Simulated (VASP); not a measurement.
# B17SN17 (a cell with a defect) in VASP: further runs, part 4 of 4

VASP 6.6.1.

### Step 7. Single point, PBE

File INCAR:

```
SYSTEM = B17SN17
PREC = Accurate
ENCUT = 520
EDIFF = 1E-6
ISMEAR = -1
SIGMA = 0.01
LREAL = Auto
LASPH = .True.
NELM = 120
ALGO = Normal
ISIF = 2
LWAVE = .False.
LCHARG = .False.
GGA = PE
NBANDS = 94
GGA_COMPAT = .False.
ISYM = -1
```

File KPOINTS:

```
explicit points
4
Reciprocal
  0.25000000   0.25000000   0.25000000 2
  0.25000000   0.25000000   0.75000000 2
  0.25000000   0.75000000   0.25000000 2
  0.25000000   0.75000000   0.75000000 2
```

File POSCAR:

```
B17SN17
1.0
    7.4650312844      0.0000000000      0.0000000000
   -3.7325156422      6.4649067324      0.0000000000
    0.0000000000      0.0000000000      6.4954828762
B N S
17 17 1
Direct
    0.1103613350      0.2205261665      0.2489493901
    0.2104515805      0.1168536905      0.7487910543
    0.1101928472      0.5536341636      0.2500073845
    0.2130367985      0.4418679941      0.7596881957
    0.1102602135      0.8871046082      0.2481174857
    0.2238612802      0.7841979287      0.7497947026
    0.4439230983      0.2210347387      0.2449402755
    0.5711826395      0.1187936637      0.7504062866
    0.4437903286      0.5537456980      0.2448962949
    0.4436297794      0.8871199313      0.2485251934
    0.5492291196      0.7646433006      0.7500580169
    0.7769835210      0.2205639362      0.2489999403
    0.8808636084      0.0989454644      0.7641526992
    0.7768035213      0.5537492829      0.2447969733
    0.8927070287      0.4436353454      0.7584727681
    0.7769356274      0.8870198950      0.2486396466
    0.8809749256      0.7650108277      0.7493633634
    0.0985949496      0.2179579751      0.7656537003
    0.2210937030      0.1097164435      0.2466877733
    0.1132911826      0.5612302960      0.7577802798
    0.2209728607      0.4429347039      0.2494526268
    0.1109090229      0.8926985706      0.7484660092
    0.2210229896      0.7763304883      0.2493715573
    0.5543212998      0.1097515916      0.2469010923
    0.4291547920      0.5385071065      0.7510310966
    0.5545719327      0.4434129103      0.2396038344
    0.4470046224      0.8926808446      0.7480940160
    0.5544241497      0.7765102153      0.2479387016
    0.7842716862      0.2191909944      0.7671238419
    0.8877112449      0.1097305694      0.2511861905
    0.7756800938      0.5413780015      0.7473870126
    0.8876561738      0.4429578765      0.2490968611
    0.7709975657      0.8765833491      0.7535418920
    0.8878003631      0.7764983408      0.2473224100
    0.4900789688      0.3169793915      0.7158704681
```

Potentials or basis: VASP PAW PBE potentials, release 64 (B, N, S).

The run is started by

```sh
> cat potpaw_PBE.64/B/POTCAR potpaw_PBE.64/N/POTCAR potpaw_PBE.64/S/POTCAR > POTCAR
> mpirun -np 1 vasp_std > vasp.out
```

OUTCAR:

```text
SYSTEM = B17SN17
   PREC = Accurate
   ENCUT = 520
   EDIFF = 1E-6
   ISMEAR = -1
   LREAL = Auto
   LASPH = .True.
   NELM = 120
   ISIF = 2
   GGA = PE
   ISYM = -1

 ion  position               nearest neighbor table
   1  0.110  0.221  0.249-  19 1.43  21 1.44  30 1.44
   2  0.210  0.117  0.749-  18 1.38  22 1.45  35 1.88
   3  0.110  0.554  0.250-  21 1.43  32 1.44  23 1.44
   4  0.213  0.442  0.760-  25 1.40  20 1.42  18 1.45
   5  0.110  0.887  0.248-  23 1.43  34 1.44  19 1.44
   6  0.224  0.784  0.750-  22 1.43  20 1.44  27 1.44
[... 26 lines left out ...]
  33  0.771  0.877  0.754-  17 1.43  11 1.43  13 1.44
  34  0.888  0.776  0.247-  16 1.43   5 1.44  14 1.44
  35  0.490  0.317  0.716-   8 1.87   2 1.88  25 1.94  31 1.96

IMPORTANT INFORMATION: All symmetrisations will be switched off!
NOSYMM: (Re-)initialisation of all symmetry stuff for point group C_1.

----------------------------------------------------------------------------------------

                                     Primitive cell

  volume of cell :     313.4768

  direct lattice vectors                    reciprocal lattice vectors
     7.465031284  0.000000000  0.000000000     0.133957911  0.077340636  0.000000000
    -3.732515642  6.464906732  0.000000000     0.000000000  0.154681273  0.000000000
     0.000000000  0.000000000  6.495482876     0.000000000  0.000000000  0.153953142

  length of vectors
     7.465031284  7.465031284  6.495482876     0.154681273  0.154681273  0.153953142

  position of ions in fractional coordinates (direct lattice)
     0.110361335  0.220526167  0.248949390
     0.210451580  0.116853691  0.748791054
     0.110192847  0.553634164  0.250007385
     0.213036798  0.441867994  0.759688196
     0.110260213  0.887104608  0.248117486
     0.223861280  0.784197929  0.749794703
[... 27 lines left out ...]
     0.887800363  0.776498341  0.247322410
     0.490078969  0.316979391  0.715870468

  ion indices of the primitive-cell ions
[... 91 lines left out ...]
  Fermi-wavevector in a.u.,A,eV,Ry     =   1.257291  2.375936 21.507829  1.580781
  Thomas-Fermi vector in A             =   2.390957
   LORBIT       =      0    0 simple, 1 ext, 2 COOP (PROOUT), +10 PAW based schemes
   GGA     = PE    functional components
   LHFCALC =     F    Hartree Fock is set to
   AEXX    =    0.0000 exact exchange contribution
   IVDW    =     0    specifies the selected vdW correction
   LEPSILON=     F    determine dielectric tensor
   LRPA    =     F    only Hartree local field effects (RPA)
 non-spin polarized calculation
  energy-cutoff  :      520.00
  volume of cell :      313.48
 maximum number of plane-waves:      8452
 NGX is ok and might be reduce to    56
   NGX = 27   NGY = 27   NGZ = 25

 number of electron     142.0000002 magnetization

 Free energy of the ion-electron system (eV)
  ---------------------------------------------------
  ext. energy  EPLUGINS =         0.00000000
  ---------------------------------------------------
  free energy    TOTEN  =      -296.86197933 eV

  energy without entropy =     -296.86197933  energy(sigma->0) =     -296.86197933

 E-fermi :   3.2396     XC(G=0): -10.2680

 val. band max:        3.0055795590   @ k =   0.2500   0.7500   0.7500
 cond. band min:       5.1522603785   @ k =   0.2500   0.2500   0.2500
 fundamental gap:      2.1466808195
 Fermi energy:         3.2395795774

 k-point     1 :       0.2500    0.2500    0.2500
  band No.  band energies     occupation
      1     -14.8262      2.00000
      2     -14.5665      2.00000
      3     -14.2972      2.00000
      4     -14.1736      2.00000
      5     -14.0492      2.00000
      6     -13.9405      2.00000
[... 333 lines left out ...]
     82       9.3785      0.00000
     83       9.8355      0.00000
 [bands above 83 left out]

------------------------ aborting loop because EDIFF is reached ----------------------------------------

  FORCE on cell =-STRESS in cart. coord.  units (eV):
  Direction    XX          YY          ZZ          XY          YZ          ZX
  --------------------------------------------------------------------------------------
  -------------------------------------------------------------------------------------
  Total       38.4490859      0.1967494      8.0306477     -0.4675513     -0.0734072      0.0093659
  in kB      196.5129902      1.0055848     41.0445801     -2.3896514     -0.3751837      0.0478692
  external PRESSURE =      79.5210517 kB  Pullay stress =       0.0000000 kB

 VOLUME and BASIS-vectors are now :
 -----------------------------------------------------------------------------
  energy-cutoff  :      520.00
  volume of cell :      313.48
      direct lattice vectors                 reciprocal lattice vectors
     7.465031284  0.000000000  0.000000000     0.133957911  0.077340636  0.000000000
    -3.732515642  6.464906732  0.000000000     0.000000000  0.154681273  0.000000000
     0.000000000  0.000000000  6.495482876     0.000000000  0.000000000  0.153953142

 POSITION                                       TOTAL-FORCE (eV/Angst)
 -----------------------------------------------------------------------------------
      0.00073      1.42568      1.61705        -0.181790      0.111471      0.003678
      1.13487      0.75545      4.86376         0.140489      0.236302      0.021233
     -1.24386      3.57919      1.62392        -0.173305      0.109948      0.003839
     -0.05895      2.85664      4.93454         0.297927     -0.086598     -0.002619
     -2.48804      5.73505      1.61164        -0.168144      0.117578      0.003368
     -1.25590      5.06977      4.87028         0.376243     -0.171975     -0.014195
[... 27 lines left out ...]
      3.72917      5.01999      1.60648         0.180128     -0.115475      0.001764
      2.47532      2.04924      4.64992        -0.062512     -0.218709      0.072733
 -----------------------------------------------------------------------------------
    total drift:                               -0.003199      0.002233      0.000977

  FREE ENERGIE OF THE ION-ELECTRON SYSTEM (eV)
  ---------------------------------------------------
  free  energy   TOTEN  =      -296.8619793316 eV

  energy  without entropy=     -296.8619793316  energy(sigma->0) =     -296.86197933
```

stdout:

```text
POSCAR found type information on POSCAR B N S
 POSCAR found :  3 types and      35 ions
 scaLAPACK will be used
 LDA part: xc-table for (Slater+PW92), standard interpolation
 POSCAR, INCAR and KPOINTS ok, starting setup
 FFT: planning ... GRIDC
 FFT: planning ... GRID_SOFT
 FFT: planning ... GRID
 WAVECAR not read
 entering main loop
```

Run time: 2.4 min. Hardware: 1 thread of Intel Xeon 6975P-C (Granite Rapids), shared host; peak memory 0.41 GiB.

Results:

| Item | Value |
| --- | --- |
| Free energy | -296.8620 eV |
| Pressure | 8.0 GPa |
| Largest force | 0.414 eV/Å |
| Band gap on the k mesh | 2.15 eV |

Forces in eV/Å, atoms in the order of the input:
```
B   -0.182  0.111  0.004
B    0.140  0.236  0.021
B   -0.173  0.110  0.004
B    0.298 -0.087 -0.003
B   -0.168  0.118  0.003
B    0.376 -0.172 -0.014
B   -0.189  0.113 -0.021
B   -0.014 -0.136 -0.039
B   -0.190  0.111  0.007
B   -0.187  0.119  0.002
B    0.051 -0.154  0.007
B   -0.192  0.101 -0.006
B    0.244 -0.110  0.001
B   -0.203  0.108 -0.004
B    0.287 -0.183  0.043
B   -0.198  0.109  0.007
B   -0.119  0.068 -0.015
N   -0.218  0.077  0.013
N    0.185 -0.105  0.001
N   -0.281  0.165  0.007
N    0.183 -0.104 -0.005
N   -0.048 -0.092 -0.070
N    0.176 -0.102  0.001
N    0.192 -0.111  0.005
N   -0.125  0.289 -0.039
N    0.189 -0.113  0.002
N   -0.181  0.011  0.001
N    0.191 -0.118 -0.007
N   -0.147  0.178  0.000
N    0.184 -0.109  0.005
N   -0.026 -0.015  0.021
N    0.191 -0.109  0.008
N   -0.164  0.129 -0.016
N    0.180 -0.115  0.002
S   -0.063 -0.219  0.073
```

### Step 8. Summary

| spin | fixed moment (μB) | cell | k mesh | smearing | gap on the mesh (eV) | pressure (GPa) | largest force (eV/Å) |
| --- | --- | --- | --- | --- | --- | --- | --- |
| off | - | as given, atomic positions A | 1 × 1 × 1, shifted | gaussian 0.01 eV | 2.31 | 8.1 | 0.38 |
| collinear | 2.0 | as given, atomic positions B | 1 × 1 × 1, shifted | gaussian 0.01 eV | - | 11.7 | 0.08 |
| off | - | as given, atomic positions A | 2 × 2 × 2, shifted | fermi-dirac 0.01 eV | 2.15 | 8.0 | 0.41 |

Alike in all rows: task single point; level PBE; potentials or basis VASP PAW PBE potentials, release 64 (B, N, S); cutoff (eV) 520.

Caveats: the total moment is fixed, so each spin has its own Fermi level and the state may be an excited one (at least some runs).

Absolute energies hang on the potentials; compare differences alone.
